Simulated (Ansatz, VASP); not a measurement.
## One calculation of Si7Ge, two programs

Contents of POSCAR:

```
Si7Ge
1.0
    5.4679684304      0.0000000000      0.0000000000
    0.0000000000      5.4679684304      0.0000000000
    0.0000000000      0.0000000000      5.4679684304
Si Ge
7 1
Direct
    0.2356318563      0.2356318563      0.2860285620
    0.0000000000      0.5000000000      0.5000000000
    0.5000000000      0.5000000000      0.0000000000
    0.5000000000      0.0000000000      0.5000000000
    0.7643681437      0.2356318563      0.7139714380
    0.7643681437      0.7643681437      0.2860285620
    0.2356318563      0.7643681437      0.7139714380
    0.0000000000      0.0000000000      0.0000000000
```

Contents of INCAR.step1:

```
  ALGO = Normal
  EDIFF = 1E-4
  ENCUT = 520
  GGA = PE
  ISMEAR = 0
  LASPH = T
  LCHARG = F
  LREAL = F
  LWAVE = T
  NBANDS = 31
  NELM = 60
  PREC = Accurate
  SIGMA = 0.05
```

Contents of INCAR.step2:

```
  ALGO = Normal
  EDIFF = 1E-6
  ENCUT = 520
  ISIF = 2
  ISMEAR = 0
  ISTART = 1
  LASPH = T
  LCHARG = T
  LELF = T
  LMIXTAU = T
  LREAL = F
  LVHAR = T
  LWAVE = F
  METAGGA = R2SCAN
  NBANDS = 31
  NELM = 60
  PREC = Accurate
  SIGMA = 0.05
```

Contents of KPOINTS:

```
k-points
0
Gamma
  6 6 6
```

Input for Ansatz:

```yaml
crystal:
  lattice:
    - [5.4679684304, 0.0, 0.0]
    - [0.0, 5.4679684304, 0.0]
    - [0.0, 0.0, 5.4679684304]
  atoms:
    - { symbol: Si, position: [0.2356318563, 0.2356318563, 0.286028562] }
    - { symbol: Si, position: [0.0, 0.5, 0.5] }
    - { symbol: Si, position: [0.5, 0.5, 0.0] }
    - { symbol: Si, position: [0.5, 0.0, 0.5] }
    - { symbol: Si, position: [0.7643681437, 0.2356318563, 0.713971438] }
    - { symbol: Si, position: [0.7643681437, 0.7643681437, 0.286028562] }
    - { symbol: Si, position: [0.2356318563, 0.7643681437, 0.713971438] }
    - { symbol: Ge, position: [0.0, 0.0, 0.0] }
basis:
  ecutwfc: 500
kpoints:
  mp_grid: { grid: [6, 6, 6] }
hamiltonian:
  xc: r2scan
scf:
  occupations: { method: gaussian, width: 0.05 }
output:
  forces: true
  stress: true
  eigenvalues: true
```

Change from the starting cell: mode 14 (415.5 1/cm) frozen in, largest displacement -0.225 Å.

Alike in both runs: task single point; functional r2SCAN; k mesh 6 × 6 × 6; occupations gaussian, width 0.05 eV; no spin polarisation.

```csv
,VASP,Ansatz
version,VASP 6.6.1,Ansatz 0.2.0
potentials or method,"VASP PAW PBE potentials, release 64 (Si, Ge_d), cutoff 520 eV","scalar-relativistic, plane waves, PAW"
valence electrons in the cell,42,42
```

|  | VASP | Ansatz | Ansatz less VASP |
| --- | --- | --- | --- |
| gap on the k mesh at the Fermi level (eV) | none | none | - |
| pressure (GPa) | 1.8 | 1.9 | +0.18 |
| traceless stress, the component that is largest in VASP (GPa) | -1.54 | -1.57 | -0.035 |
| rms of the force components (eV/Å) | 1.333 | 1.336 | +0.0025 |

VASP's potentials were made for PBE, not for r2SCAN. Atom by atom the forces differ by 0.007 eV/Å (rms over components). A gap of «none» marks a metal or a gap that the smearing closes.
